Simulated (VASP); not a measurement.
# GaRh3C (Pm-3m) in VASP: further runs

The runs below take GaRh3C through relaxation of cell and atoms, single point, with PBEsol.

Program: VASP 6.6.1. These are calculated values, not measurements. Logs are shortened: lines on timing, memory, paths and dates and some standing lists are left out, and cuts for length are marked.

### Step 1. The cell of the first run

The structure is cubic, space group Pm-3m (No. 221). Conventional cell: a = 3.995 Å, b = 3.995 Å, c = 3.995 Å, α = 90.00°, β = 90.00°, γ = 90.00°. Ga (site symmetry m-3m) has 12 Rh at 2.82 Å and 8 C at 3.46 Å within 3.7 Å. Rh (site symmetry 4/mmm) has 2 C at 2.00 Å within 2.6 Å. Within 2.6 Å of C (site symmetry m-3m) lie 6 Rh at 2.00 Å.

### Step 2. Relaxation of cell and atoms, PBEsol

The input, INCAR:

```
SYSTEM = GaRh3C
  PREC = Accurate
  ENCUT = 600
  EDIFF = 1E-6
  ISMEAR = 0
  SIGMA = 0.1
  LREAL = .False.
  LASPH = .True.
  NELM = 100
  ALGO = Normal
  ISIF = 3
  LWAVE = .False.
  LCHARG = .False.
  GGA = PS
  IBRION = 2
  NSW = 100
  EDIFFG = -0.005
```

The input, KPOINTS:

```
Automatic mesh
0
Gamma
  10 10 10
  0 0 0
```

The input, POSCAR:

```
GaRh3C
1.0
    3.9949361325      0.0000000000      0.0000000000
    0.0000000000      3.9949361325      0.0000000000
    0.0000000000      0.0000000000      3.9949361325
Ga Rh C
1 3 1
Direct
    0.0000000000      0.0000000000      0.0000000000
    0.0000000000      0.5000000000      0.5000000000
    0.5000000000      0.0000000000      0.5000000000
    0.5000000000      0.5000000000      0.0000000000
    0.5000000000      0.5000000000      0.5000000000
```

Potentials or basis: VASP PAW PBE potentials, release 64 (Ga_d, Rh_pv, C).

Run with:

```
$ cat potpaw_PBE.64/Ga_d/POTCAR potpaw_PBE.64/Rh_pv/POTCAR potpaw_PBE.64/C/POTCAR > POTCAR
$ mpirun -np 1 vasp_std > vasp.out
```

OUTCAR:

```text
SYSTEM = GaRh3C
   PREC = Accurate
   ENCUT = 600
   EDIFF = 1E-6
   ISMEAR = 0
   LREAL = .False.
   LASPH = .True.
   NELM = 100
   ISIF = 3
   GGA = PS
   IBRION = 2
   NSW = 100
   EDIFFG = -0.005

 ion  position               nearest neighbor table
   1  0.000  0.000  0.000-   2 2.82   3 2.82   4 2.82   2 2.82   3 2.82   2 2.82   4 2.82   2 2.82
                             3 2.82   4 2.82   3 2.82   4 2.82
   2  0.000  0.500  0.500-   5 2.00   5 2.00   4 2.82   1 2.82   1 2.82   4 2.82   1 2.82   3 2.82
                             1 2.82   3 2.82   4 2.82   3 2.82   4 2.82   3 2.82
   3  0.500  0.000  0.500-   5 2.00   5 2.00   4 2.82   1 2.82   1 2.82   4 2.82   2 2.82   4 2.82
                             2 2.82   4 2.82   1 2.82   2 2.82   1 2.82   2 2.82
   4  0.500  0.500  0.000-   5 2.00   5 2.00   3 2.82   1 2.82   2 2.82   3 2.82   2 2.82   1 2.82
                             3 2.82   3 2.82   1 2.82   2 2.82   2 2.82   1 2.82
   5  0.500  0.500  0.500-   2 2.00   3 2.00   4 2.00   4 2.00   3 2.00   2 2.00

  LATTYP: Found a simple cubic cell.
 ALAT       =     3.9949361325

  Lattice vectors:

 A1 = (   3.9949361325,   0.0000000000,   0.0000000000)
 A2 = (   0.0000000000,   3.9949361325,   0.0000000000)
 A3 = (   0.0000000000,   0.0000000000,   3.9949361325)

Analysis of symmetry for initial positions (statically):
=====================================================================
 Subroutine PRICEL returns:
 Original cell was already a primitive cell.

 Routine SETGRP: Setting up the symmetry group for a
 simple cubic supercell.

 Subroutine GETGRP returns: Found 48 space group operations
 (whereof 48 operations were pure point group operations)
 out of a pool of 48 trial point group operations.

The static configuration has the point symmetry O_h .

Analysis of symmetry for dynamics (positions and initial velocities):
=====================================================================
 Subroutine PRICEL returns:
 Original cell was already a primitive cell.

 Routine SETGRP: Setting up the symmetry group for a
 simple cubic supercell.

 Subroutine GETGRP returns: Found 48 space group operations
 (whereof 48 operations were pure point group operations)
 out of a pool of 48 trial point group operations.

The dynamic configuration has the point symmetry O_h .

 Subroutine INISYM returns: Found 48 space group operations
 (whereof 48 operations are pure point group operations),
 and found     1 'primitive' translations

----------------------------------------------------------------------------------------

                                     Primitive cell

  volume of cell :      63.7572

  direct lattice vectors                    reciprocal lattice vectors
     3.994936132  0.000000000  0.000000000     0.250316893  0.000000000  0.000000000
     0.000000000  3.994936132  0.000000000     0.000000000  0.250316893  0.000000000
     0.000000000  0.000000000  3.994936132     0.000000000  0.000000000  0.250316893

  length of vectors
     3.994936132  3.994936132  3.994936132     0.250316893  0.250316893  0.250316893

  position of ions in fractional coordinates (direct lattice)
     0.000000000  0.000000000  0.000000000
     0.000000000  0.500000000  0.500000000
     0.500000000  0.000000000  0.500000000
     0.500000000  0.500000000  0.000000000
     0.500000000  0.500000000  0.500000000

  ion indices of the primitive-cell ions
   primitive index   ion index
                 1           1
                 2           2
                 3           3
                 4           4
                 5           5

----------------------------------------------------------------------------------------

 KPOINTS: Automatic mesh

Automatic generation of k-mesh.
 Grid dimensions read from file:
 generate k-points for:   10   10   10

 Generating k-lattice:

  Cartesian coordinates                     Fractional coordinates (reciprocal lattice)
     0.025031689  0.000000000  0.000000000     0.100000000  0.000000000  0.000000000
     0.000000000  0.025031689  0.000000000     0.000000000  0.100000000  0.000000000
     0.000000000  0.000000000  0.025031689     0.000000000  0.000000000  0.100000000

  Length of vectors
     0.025031689  0.025031689  0.025031689

  Shift w.r.t. Gamma in fractional coordinates (k-lattice)
     0.000000000  0.000000000  0.000000000

 Subroutine IBZKPT returns following result:
 ===========================================

 Found     56 irreducible k-points:

 Following reciprocal coordinates:
            Coordinates               Weight
  0.000000  0.000000  0.000000      1.000000
  0.100000  0.000000  0.000000      6.000000
  0.200000  0.000000  0.000000      6.000000
  0.300000  0.000000  0.000000      6.000000
  0.400000  0.000000  0.000000      6.000000
  0.500000  0.000000  0.000000      3.000000
[... 16 lines left out ...]
  0.200000  0.100000  0.100000     24.000000
  0.300000  0.100000  0.100000     24.000000
 [... further k-points ...]
   k-points           NKPTS =     56   k-points in BZ     NKDIM =     56   number of bands    NBANDS=     37
   number of dos      NEDOS =    301   number of ions     NIONS =      5
   total plane-waves  NPLWV =  32768
   dimension x,y,z NGX =    32 NGY =   32 NGZ =   32
   dimension x,y,z NGXF=    64 NGYF=   64 NGZF=   64
   ions per type =               1   3   1
   NGX,Y,Z   is equivalent  to a cutoff of  13.32, 13.32, 13.32 a.u.
   NGXF,Y,Z  is equivalent  to a cutoff of  26.63, 26.63, 26.63 a.u.
 SYSTEM =  GaRh3C
   PREC   = accura    normal or accurate (medium, high low for compatibility)
   ISTART =      0    job   : 0-new  1-cont  2-samecut
   ICHARG =      2    charge: 1-file 2-atom 10-const
   ISPIN  =      1    spin polarized calculation?
   LNONCOLLINEAR =      F non collinear calculations
   LSORBIT =      F    spin-orbit coupling
   LASPH  =      T    aspherical Exc in radial PAW
   ENCUT  =  600.0 eV  44.10 Ry    6.64 a.u.   7.98  7.98  7.98*2*pi/ulx,y,z
   NELM   =    100;   NELMIN=  2; NELMDL= -5     # of ELM steps
   EDIFF  = 0.1E-05   stopping-criterion for ELM
   LREAL  =      F    real-space projection
   EDIFFG = -.5E-02   stopping-criterion for IOM
   NSW    =    100    number of steps for IOM
   IBRION =      2    ionic relax: 0-MD 1-quasi-New 2-CG
   NFREE  =      1    steps in history (QN), initial steepest desc. (CG)
   ISIF   =      3    stress and relaxation
   ISYM   =      2    0-nonsym 1-usesym 2-fastsym
   POTIM  = 0.5000    time-step for ionic-motion
   TEBEG  =    0.0;   TEEND  =   0.0 temperature during run
   PSTRESS=    0.0 pullay stress
   NELECT =      62.0000    total number of electrons
   NUPDOWN=      -1.0000    fix difference up-down
   EMIN   =  10.00;   EMAX   =-10.00  energy-range for DOS
   EFERMI =   0.00;   METHOD = LEGACY
   ISMEAR =     0;   SIGMA  =   0.10  broadening in eV -4-tet -1-fermi 0-gaus
   EFERMI_NEDOS =   21; number of points for ismear=-14 and -15
   IALGO  =     38    algorithm
   IMIX   =      4    mixing-type and parameters
     AMIX     =   0.40;   BMIX     =  1.00
     AMIX_MAG =   1.60;   BMIX_MAG =  1.00
  volume/ion in A,a.u.               =      12.75        86.05
  Fermi-wavevector in a.u.,A,eV,Ry     =   1.621918  3.064981 35.791730  2.630618
  Thomas-Fermi vector in A             =   2.715616
   LORBIT       =      0    0 simple, 1 ext, 2 COOP (PROOUT), +10 PAW based schemes
   GGA     = PS    functional components
   LHFCALC =     F    Hartree Fock is set to
   AEXX    =    0.0000 exact exchange contribution
   IVDW    =     0    specifies the selected vdW correction
   LEPSILON=     F    determine dielectric tensor
   LRPA    =     F    only Hartree local field effects (RPA)
 conjugate gradient relaxation of ions
 non-spin polarized calculation
 Gauss-broadening in eV      SIGMA  =   0.10
  energy-cutoff  :      600.00
  volume of cell :       63.76
 maximum number of plane-waves:      2176
 NGX is ok and might be reduce to    32
   NGX = 15   NGY = 15   NGZ = 15

--------------------------------------- Ionic step        1  -------------------------------------------

 number of electron      61.9999980 magnetization

 Free energy of the ion-electron system (eV)
  ---------------------------------------------------
  ext. energy  EPLUGINS =         0.00000000
  ---------------------------------------------------
  free energy    TOTEN  =       -38.14049454 eV

  energy without entropy =      -38.13465960  energy(sigma->0) =      -38.13757707

------------------------ aborting loop because EDIFF is reached ----------------------------------------

  FORCE on cell =-STRESS in cart. coord.  units (eV):
  Direction    XX          YY          ZZ          XY          YZ          ZX
  --------------------------------------------------------------------------------------
  -------------------------------------------------------------------------------------
  Total       -0.1016823     -0.1016823     -0.1016823      0.0000000      0.0000000     -0.0000000
  in kB       -2.5552085     -2.5552085     -2.5552085      0.0000000      0.0000000     -0.0000000
  external PRESSURE =      -2.5552085 kB  Pullay stress =       0.0000000 kB
[... 63 lines left out ...]
  energy  without entropy=      -38.1345422843  energy(sigma->0) =      -38.13745395

--------------------------------------- Ionic step        3  -------------------------------------------

 number of electron      61.9999980 magnetization

 Free energy of the ion-electron system (eV)
  ---------------------------------------------------
  ext. energy  EPLUGINS =         0.00000000
  ---------------------------------------------------
  free energy    TOTEN  =       -38.14054679 eV

  energy without entropy =      -38.13471556  energy(sigma->0) =      -38.13763118

 E-fermi :  10.5299     XC(G=0): -13.4619

 val. band max:       10.5211178219   @ k =   0.5000   0.4000   0.4000
 cond. band min:      10.5302258430   @ k =   0.1000   0.1000   0.1000
 fundamental gap:      0.0091080211
 Fermi energy:        10.5299059574

 k-point     1 :       0.0000    0.0000    0.0000
  band No.  band energies     occupation
      1     -36.7576      2.00000
      2     -36.7576      2.00000
      3     -36.7576      2.00000
      4     -35.9865      2.00000
      5     -35.9865      2.00000
      6     -35.9865      2.00000
[... 949 lines left out ...]
     36      14.2059      0.00000
     37      15.3705      0.00000

 [... further k-points ...]
[... 5 lines left out ...]
  --------------------------------------------------------------------------------------
  -------------------------------------------------------------------------------------
  Total        0.0029469      0.0029469      0.0029469      0.0000000      0.0000000      0.0000000
  in kB        0.0741279      0.0741279      0.0741279      0.0000000      0.0000000      0.0000000
  external PRESSURE =       0.0741279 kB  Pullay stress =       0.0000000 kB
[... 20 lines left out ...]
  FREE ENERGIE OF THE ION-ELECTRON SYSTEM (eV)
  ---------------------------------------------------
  free  energy   TOTEN  =       -38.1405467941 eV

  energy  without entropy=      -38.1347155597  energy(sigma->0) =      -38.13763118

 reached required accuracy - stopping structural energy minimisation
```

It took 7.2 min on 1 thread of AMD EPYC 9R45, shared host; peak memory 0.26 GiB.

What came out:

| Property | Result |
| --- | --- |
| Free energy | -38.1405 eV |
| Relaxed volume | 12.74 Å³/atom |
| Relaxed cell | a = 3.994 Å, b = 3.994 Å, c = 3.994 Å, α = 90.00°, β = 90.00°, γ = 90.00° |
| Space group after relaxing (to 0.05 Å) | Pm-3m (No. 221) |
| Energy gained by relaxing | 0.0 meV/atom |
| Ionic steps | 3 |
| Pressure after relaxing | 0.0 GPa |
| Band gap on the k mesh | zero (band 31 reaches 10.53 eV, above the bottom of band 32 at 10.35 eV) |

Final structure:
```
CELL_PARAMETERS angstrom
3.99360 0.00000 0.00000
0.00000 3.99360 0.00000
0.00000 0.00000 3.99360
ATOMIC_POSITIONS crystal
Ga 0.00000 0.00000 0.00000
Rh 0.00000 0.50000 0.50000
Rh 0.50000 0.00000 0.50000
Rh 0.50000 0.50000 0.00000
C 0.50000 0.50000 0.50000
```

Levels at points of the mesh, in eV from the Fermi level:
```tsv
k point	band 27	band 28	band 29	band 30	band 31	band 32	band 33	band 34	band 35	band 36
(0.00, 0.00, 0.00)	-1.85	-1.85	-1.85	-0.03	-0.03	-0.03	0.07	1.77	1.77	1.77
(0.50, 0.00, 0.00)	-2.00	-2.00	-2.00	-1.18	-0.03	0.60	0.60	2.09	4.32	4.55
(0.50, 0.50, 0.00)	-1.95	-1.80	-1.78	-1.20	-0.77	0.72	0.72	1.87	4.82	5.53
(0.50, 0.50, 0.50)	-2.14	-2.14	-1.28	-1.28	-0.18	-0.18	-0.18	1.25	3.10	3.10
```

Caveat: the PAW data sets were made with another functional, which shifts forces and pressure a little.

### Step 3. Single point, PBEsol

The input, INCAR:

```
SYSTEM = GaRh3C
  ALGO = Normal
  EDIFF = 1E-7
  ENCUT = 520
  GGA = PS
  ISIF = 2
  ISMEAR = -1
  LASPH = .TRUE.
  LCHARG = .FALSE.
  LREAL = .FALSE.
  LWAVE = .FALSE.
  NBANDS = 39
  NELM = 100
  PREC = Accurate
  SIGMA = 0.15
```

The input, KPOINTS:

```
k-points
0
G
  10 10 10
  0 0 0
```

Edit POSCAR of step 2 so:

```diff
@@ -2,5 +2,5 @@
 1.0
-    3.9949361325      0.0000000000      0.0000000000
-    0.0000000000      3.9949361325      0.0000000000
-    0.0000000000      0.0000000000      3.9949361325
+    3.9947695332      0.0000000000      0.0000000000
+    0.0000000000      3.9947695332      0.0000000000
+    0.0000000000      0.0000000000      3.9947695332
 Ga Rh C
```

Potentials or basis: VASP PAW PBE potentials, release 64 (Ga_d, Rh_pv, C).

Run with:

```
$ cat potpaw_PBE.64/Ga_d/POTCAR potpaw_PBE.64/Rh_pv/POTCAR potpaw_PBE.64/C/POTCAR > POTCAR
$ mpirun -np 1 vasp_std > vasp.out
```

Wall time 3.8 min (1 thread of AMD EPYC 9R45, shared host); peak memory 0.23 GiB.

Results (log left out):

```yaml
Free_energy: -38.1989 eV
Pressure: 0.1 GPa
Band_gap_on_the_k_mesh: zero (band 31 reaches 10.50 eV, above the bottom of band 32 at 10.32 eV)
```

Levels at points of the mesh, in eV from the Fermi level:
| k point | band 29 | band 30 | band 31 | band 32 | band 33 | band 34 |
| --- | --- | --- | --- | --- | --- | --- |
| (0.00, 0.00, 0.00) | -1.88 | -0.06 | -0.06 | -0.06 | 0.03 | 1.77 |
| (0.50, 0.00, 0.00) | -2.02 | -1.21 | -0.06 | 0.58 | 0.58 | 2.07 |
| (0.50, 0.50, 0.00) | -1.80 | -1.23 | -0.80 | 0.69 | 0.69 | 1.86 |
| (0.50, 0.50, 0.50) | -1.30 | -1.30 | -0.21 | -0.21 | -0.21 | 1.23 |

Caveat: the PAW data sets were made with another functional, which shifts forces and pressure a little.
